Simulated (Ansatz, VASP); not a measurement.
## One calculation of NaCl, two programs

```
CELL_PARAMETERS angstrom
5.44180 0.00000 0.00000
-2.72090 4.71274 0.00000
0.00000 0.00000 4.99571
ATOMIC_POSITIONS crystal
Na 0.00000 0.00000 0.50000
Cl 0.00000 0.00000 0.00000
```

Alike in both runs: task relaxation of cell and atoms; functional PBE; k mesh 6 × 6 × 6; occupations gaussian, width 0.02 eV; no spin polarisation.

|  | VASP | Ansatz |
| --- | --- | --- |
| version | VASP 6.6.1 | Ansatz 0.2.0 |
| potentials or method | VASP PAW PBE potentials, release 64 (Na_pv, Cl), cutoff 600 eV | scalar-relativistic, plane waves, PAW |
| valence electrons in the cell | 14 | 16 |

|  | VASP | Ansatz | Ansatz less VASP |
| --- | --- | --- | --- |
| gap on the k mesh at the Fermi level, each at its own relaxed structure (eV) | 4.28 | 4.38 | +0.094 |
| relaxed volume (Å³/atom) | 89.85 | 99.33 | +9.478 |
| relaxed cell length with the largest relative difference (Å) | 6.431 | 6.759 | +0.3273 |

One of these differences is far larger than is usual between the two programs; its cause wasn't traced. VASP's potentials hold 14 valence electrons a cell and Ansatz's 16, so a difference there can come from the potentials and not from the codes. Ansatz's warnings: xc potential rough in thin density.

Noted on VASP's run: the volume moved by over 15 % at a fixed basis, so the end points are rough.
